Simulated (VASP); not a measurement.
# ScSi2 (P6/mmm) in VASP: further runs, part 2 of 3

VASP 6.6.1.

**3. Electric field gradients, PBEsol (15.11 Å³/atom)**

This run uses another cell than the first one, of 15.11 Å³/atom.

INCAR

```
SYSTEM = ScSi2
ALGO     = Normal         ! electronic algorithm
EDIFF    = 1E-8           ! SCF threshold, eV
ENCUT    = 520            ! plane-wave cutoff, eV
GGA      = PS             ! functional
ISIF     = 2              ! what is computed and relaxed
ISMEAR   = -1             ! smearing method
LASPH    = .TRUE.         ! aspherical terms in the spheres
LCHARG   = .FALSE.        ! write CHGCAR
LEFG     = .TRUE.       
LREAL    = .FALSE.        ! projectors in reciprocal space
LWAVE    = .FALSE.        ! write WAVECAR
NBANDS   = 16             ! bands
NELM     = 80             ! most SCF steps
PREC     = Accurate       ! precision mode
SIGMA    = 0.05           ! smearing width, eV
```

KPOINTS

```
k-points
0
G
  13 13 11
  0 0 0
```

POSCAR

```
ScSi2
1.0
    3.6721582641      0.0000000000      0.0000000000
   -1.8360791320      3.1801823434      0.0000000000
    0.0000000000      0.0000000000      3.8828572373
Sc Si
1 2
Direct
    0.0000000000      0.0000000000      0.0000000000
    0.3333333333      0.6666666667      0.5000000000
    0.6666666667      0.3333333333      0.5000000000
```

Potentials or basis: VASP PAW PBE potentials, release 64 (Sc_sv, Si).

Run with:

```
$ cat potpaw_PBE.64/Sc_sv/POTCAR potpaw_PBE.64/Si/POTCAR > POTCAR
$ mpirun -np 1 vasp_std > vasp.out
```

OUTCAR:

```text
SYSTEM = ScSi2
   EDIFF = 1E-8
   ENCUT = 520
   GGA = PS
   ISIF = 2
   ISMEAR = -1
   LASPH = .TRUE.
   LREAL = .FALSE.
   NELM = 80
   PREC = Accurate

 ion  position               nearest neighbor table
   1  0.000  0.000  0.000-   2 2.87   3 2.87   2 2.87   3 2.87   2 2.87   2 2.87   3 2.87   3 2.87
                             3 2.87   3 2.87   2 2.87   2 2.87
   2  0.333  0.667  0.500-   3 2.12   3 2.12   3 2.12   1 2.87   1 2.87   1 2.87   1 2.87   1 2.87
                             1 2.87
   3  0.667  0.333  0.500-   2 2.12   2 2.12   2 2.12   1 2.87   1 2.87   1 2.87   1 2.87   1 2.87
                             1 2.87

  LATTYP: Found a hexagonal cell.
 ALAT       =     3.6721582641
 C/A-ratio  =     1.0573774217

  Lattice vectors:

 A1 = (   3.6721582641,   0.0000000000,   0.0000000000)
 A2 = (  -1.8360791320,   3.1801823434,   0.0000000000)
 A3 = (   0.0000000000,   0.0000000000,   3.8828572373)

Analysis of symmetry for initial positions (statically):
=====================================================================
[... 658 lines left out ...]
 POSITION                                       TOTAL-FORCE (eV/Angst)
 -----------------------------------------------------------------------------------
      0.00000      0.00000      0.00000         0.000000      0.000000     -0.000000
     -0.00000      2.12012      1.94143         0.000000     -0.000000     -0.000000
      1.83608      1.06006      1.94143        -0.000000      0.000000      0.000000
 -----------------------------------------------------------------------------------
    total drift:                               -0.000000      0.000000      0.000000

  FREE ENERGIE OF THE ION-ELECTRON SYSTEM (eV)
  ---------------------------------------------------
  free  energy   TOTEN  =       -18.7452848647 eV

  energy  without entropy=      -18.7294064961  energy(sigma->0) =      -18.73734568

 Electric field gradients (V/A^2)
---------------------------------------------------------------------
 ion       V_xx      V_yy      V_zz      V_xy      V_xz      V_yz
---------------------------------------------------------------------
   1       2.433     2.432    -4.865    -0.001     0.000     0.000
   2      -7.909    -7.909    15.817     0.000     0.000     0.000
   3      -7.909    -7.909    15.817     0.000     0.000     0.000
---------------------------------------------------------------------

 Electric field gradients after diagonalization (V/A^2)
 (convention: |V_zz| > |V_xx| > |V_yy|)
----------------------------------------------------------------------
 ion       V_xx      V_yy      V_zz     asymmetry (V_yy - V_xx)/ V_zz
----------------------------------------------------------------------
   1       2.434     2.431    -4.865       0.001
   2      -7.909    -7.908    15.817       0.000
   3      -7.909    -7.908    15.817       0.000
----------------------------------------------------------------------

           NMR quadrupolar parameters

 Cq : quadrupolar parameter    Cq=e*Q*V_zz/h
 eta: asymmetry parameters     (V_yy - V_xx)/ V_zz
 Q  : nuclear electric quadrupole moment in mb (millibarn)
----------------------------------------------------------------------
 ion       Cq(MHz)       eta       Q (mb)
----------------------------------------------------------------------
   1      -0.012       0.001       1.000
   2       0.038       0.000       1.000
   3       0.038       0.000       1.000
----------------------------------------------------------------------
```

OSZICAR:

```text
N       E                     dE             d eps       ncg     rms          rms(c)
DAV:   1     0.117663171496E+03    0.11766E+03   -0.81201E+03  4064   0.112E+03
DAV:   2    -0.151237901237E+02   -0.13279E+03   -0.12970E+03  4152   0.328E+02
DAV:   3    -0.209109748095E+02   -0.57872E+01   -0.55547E+01  6200   0.643E+01
DAV:   4    -0.210261541722E+02   -0.11518E+00   -0.11507E+00  5120   0.927E+00
DAV:   5    -0.210296555955E+02   -0.35014E-02   -0.35012E-02  6176   0.155E+00    0.114E+01
DAV:   6    -0.187839499318E+02    0.22457E+01   -0.84051E+00  6688   0.273E+01    0.477E+00
DAV:   7    -0.187626273551E+02    0.21323E-01   -0.26787E-01  4920   0.359E+00    0.280E+00
DAV:   8    -0.187480420432E+02    0.14585E-01   -0.54728E-02  5928   0.256E+00    0.516E-01
DAV:   9    -0.187457012067E+02    0.23408E-02   -0.27298E-02  6336   0.172E+00    0.200E-01
DAV:  10    -0.187462464461E+02   -0.54524E-03   -0.13266E-02  6064   0.112E+00    0.192E-01
DAV:  11    -0.187452816675E+02    0.96478E-03   -0.43560E-03  6064   0.660E-01    0.993E-03
DAV:  12    -0.187452855844E+02   -0.39169E-05   -0.87635E-05  5872   0.587E-02    0.189E-02
DAV:  13    -0.187452850100E+02    0.57446E-06   -0.35029E-06  5824   0.162E-02    0.416E-03
DAV:  14    -0.187452850042E+02    0.57557E-08   -0.28422E-07  6584   0.573E-03    0.228E-03
DAV:  15    -0.187452848615E+02    0.14276E-06   -0.35363E-07  6512   0.494E-03    0.305E-04
DAV:  16    -0.187452848647E+02   -0.32749E-08   -0.11921E-08  2792   0.111E-03
   1 F= -.18745285E+02 E0= -.18737346E+02  d E =-.158784E-01
```

stdout:

```text
POSCAR found type information on POSCAR ScSi
 POSCAR found :  2 types and       3 ions
 scaLAPACK will be used
 -----------------------------------------------------------------------------
|                                                                             |
|                                                                             |
|     You enforced a specific xc type in the INCAR file but a different       |
|     I HOPE YOU KNOW WHAT YOU ARE DOING!                                     |
|                                                                             |
 -----------------------------------------------------------------------------

 LDA part: xc-table for (Slater+PW92), standard interpolation
 POSCAR, INCAR and KPOINTS ok, starting setup
 FFT: planning ... GRIDC
 FFT: planning ... GRID_SOFT
 FFT: planning ... GRID
 WAVECAR not read
 entering main loop
ion   1

ion   2

ion   3
```

It took 2.2 min on 1 thread of Intel Xeon 8259CL, shared host; peak memory 0.22 GiB.

Results:

```
Free energy                             : -18.7453 eV
Pressure                                : 20.2 GPa
Band gap on the k mesh                  : zero (an odd number of electrons rules out a gap without spin polarisation)
Largest electric field gradient by atom : Sc -4.9; Si +15.8 V/Å²
```

Electric field gradients, principal values (V/Å²):
```
atom   least  middle  greatest (by size)
1 Sc   2.431   2.434              -4.865
2 Si  -7.908  -7.909              15.817
3 Si  -7.908  -7.909              15.817
```

Caveat: the cell stands under pressure; without QUAD_EFG the Cq values of the log hold for a quadrupole moment of 1 mb, not for the nuclei; the PAW data sets were made with another functional, which shifts forces and pressure a little.

**4. Electric field gradients, PBEsol (15.56 Å³/atom)**

This run uses another cell than the first one, of 15.56 Å³/atom.

INCAR

```
PREC = Accurate
ENCUT = 520
EDIFF = 1E-8
ISMEAR = -1
SIGMA = 0.05
LREAL = False
LASPH = True
NELM = 100
ALGO = Normal
ISIF = 2
LWAVE = False
LCHARG = False
GGA = PS
LEFG = True
NBANDS = 16
```

KPOINTS

```
regular mesh
0
Gamma
  13 13 11
```

POSCAR

```
ScSi2
1.0
    3.7081621116      0.0000000000      0.0000000000
   -1.8540810558      3.2113625900      0.0000000000
    0.0000000000      0.0000000000      3.9209268928
Sc Si
1 2
Direct
    0.0000000000      0.0000000000      0.0000000000
    0.3333333333      0.6666666667      0.5000000000
    0.6666666667      0.3333333333      0.5000000000
```

Potentials or basis: VASP PAW PBE potentials, release 64 (Sc_sv, Si).

Run with:

```
$ cat potpaw_PBE.64/Sc_sv/POTCAR potpaw_PBE.64/Si/POTCAR > POTCAR
$ mpirun -np 1 vasp_std > vasp.out
```

OUTCAR:

```text
PREC = Accurate
   ENCUT = 520
   EDIFF = 1E-8
   ISMEAR = -1
   LREAL = False
   LASPH = True
   NELM = 100
   ISIF = 2
   GGA = PS

 ion  position               nearest neighbor table
   1  0.000  0.000  0.000-   2 2.90   3 2.90   2 2.90   3 2.90   3 2.90   3 2.90   2 2.90   2 2.90
                             3 2.90   3 2.90   2 2.90   2 2.90
   2  0.333  0.667  0.500-   3 2.14   3 2.14   3 2.14   1 2.90   1 2.90   1 2.90   1 2.90   1 2.90
                             1 2.90
   3  0.667  0.333  0.500-   2 2.14   2 2.14   2 2.14   1 2.90   1 2.90   1 2.90   1 2.90   1 2.90
                             1 2.90

  LATTYP: Found a hexagonal cell.
 ALAT       =     3.7081621116
 C/A-ratio  =     1.0573774217

  Lattice vectors:

 A1 = (   3.7081621116,   0.0000000000,   0.0000000000)
 A2 = (  -1.8540810558,   3.2113625900,   0.0000000000)
 A3 = (   0.0000000000,   0.0000000000,   3.9209268928)

Analysis of symmetry for initial positions (statically):
=====================================================================
 Subroutine PRICEL returns:
 Original cell was already a primitive cell.

 Routine SETGRP: Setting up the symmetry group for a
 hexagonal supercell.

 Subroutine GETGRP returns: Found 24 space group operations
 (whereof 24 operations were pure point group operations)
 out of a pool of 24 trial point group operations.

The static configuration has the point symmetry D_6h.

Analysis of symmetry for dynamics (positions and initial velocities):
=====================================================================
 Subroutine PRICEL returns:
 Original cell was already a primitive cell.

 Routine SETGRP: Setting up the symmetry group for a
 hexagonal supercell.

[... 165 lines left out ...]
      3     -19.4770      2.00000
      4     -19.4770      2.00000
      5      -4.8668      2.00000
      6       5.2325      2.00000
[... 433 lines left out ...]
      3     -19.5007      2.00000
      4     -19.4822      2.00000
      5      -4.4827      2.00000
      6       3.8433      2.00000
[... 8 lines left out ...]
     15      11.4865      0.00000
     16      11.9533      0.00000

 [... further k-points ...]
[... 5 lines left out ...]
  --------------------------------------------------------------------------------------
  -------------------------------------------------------------------------------------
  Total        7.4476411      7.4476411     -1.6785892      0.0000000      0.0000000      0.0000000
  in kB      255.5597877    255.5597877    -57.5994320      0.0000000      0.0000000      0.0000000
  external PRESSURE =     151.1733812 kB  Pullay stress =       0.0000000 kB

 VOLUME and BASIS-vectors are now :
 -----------------------------------------------------------------------------
  energy-cutoff  :      520.00
  volume of cell :       46.69
      direct lattice vectors                 reciprocal lattice vectors
     3.708162112  0.000000000  0.000000000     0.269675373  0.155697149  0.000000000
    -1.854081056  3.211362590  0.000000000     0.000000000  0.311394298  0.000000000
     0.000000000  0.000000000  3.920926893     0.000000000  0.000000000  0.255041736

 POSITION                                       TOTAL-FORCE (eV/Angst)
 -----------------------------------------------------------------------------------
      0.00000      0.00000      0.00000         0.000000      0.000000     -0.000000
     -0.00000      2.14091      1.96046        -0.000000     -0.000000      0.000000
      1.85408      1.07045      1.96046         0.000000      0.000000     -0.000000
 -----------------------------------------------------------------------------------
    total drift:                               -0.000000      0.000000      0.000000

  FREE ENERGIE OF THE ION-ELECTRON SYSTEM (eV)
  ---------------------------------------------------
  free  energy   TOTEN  =       -18.8937558425 eV

  energy  without entropy=      -18.8783410079  energy(sigma->0) =      -18.88604843

 Electric field gradients (V/A^2)
---------------------------------------------------------------------
 ion       V_xx      V_yy      V_zz      V_xy      V_xz      V_yz
---------------------------------------------------------------------
   1       2.892     2.891    -5.783    -0.001     0.000    -0.000
   2      -6.993    -6.992    13.985     0.000     0.000     0.000
   3      -6.993    -6.992    13.985     0.000    -0.000     0.000
---------------------------------------------------------------------

 Electric field gradients after diagonalization (V/A^2)
 (convention: |V_zz| > |V_xx| > |V_yy|)
----------------------------------------------------------------------
 ion       V_xx      V_yy      V_zz     asymmetry (V_yy - V_xx)/ V_zz
----------------------------------------------------------------------
   1       2.893     2.890    -5.783       0.000
   2      -6.993    -6.992    13.985       0.000
   3      -6.993    -6.992    13.985       0.000
----------------------------------------------------------------------

           NMR quadrupolar parameters

 Cq : quadrupolar parameter    Cq=e*Q*V_zz/h
 eta: asymmetry parameters     (V_yy - V_xx)/ V_zz
 Q  : nuclear electric quadrupole moment in mb (millibarn)
----------------------------------------------------------------------
 ion       Cq(MHz)       eta       Q (mb)
----------------------------------------------------------------------
   1      -0.014       0.000       1.000
   2       0.034       0.000       1.000
   3       0.034       0.000       1.000
----------------------------------------------------------------------
```

Wall time 2.6 min (1 thread of Intel Xeon 8259CL, shared host); peak memory 0.23 GiB.

What came out:

* Free energy: -18.8938 eV
* Pressure: 15.1 GPa
* Band gap on the k mesh: zero (an odd number of electrons rules out a gap without spin polarisation)
* Largest electric field gradient by atom: Sc -5.8; Si +14.0 V/Å²

Levels at points of the mesh, in eV from the Fermi level:
```tsv
k point	band 5	band 6	band 7	band 8	band 9	band 10	band 11	band 12	band 13	band 14
(0.00, 0.00, 0.00)	-13.58	-3.48	-3.36	-3.36	-1.99	0.97	1.09	1.09	1.59	1.59
```

Electric field gradients, principal values (V/Å²):
```
atom   least  middle  greatest (by size)
1 Sc   2.890   2.893              -5.783
2 Si  -6.992  -6.993              13.985
3 Si  -6.992  -6.993              13.985
```

Caveat: the cell stands under pressure; without QUAD_EFG the Cq values of the log hold for a quadrupole moment of 1 mb, not for the nuclei; the PAW data sets were made with another functional, which shifts forces and pressure a little.

(Continued in part 3 of 3.)
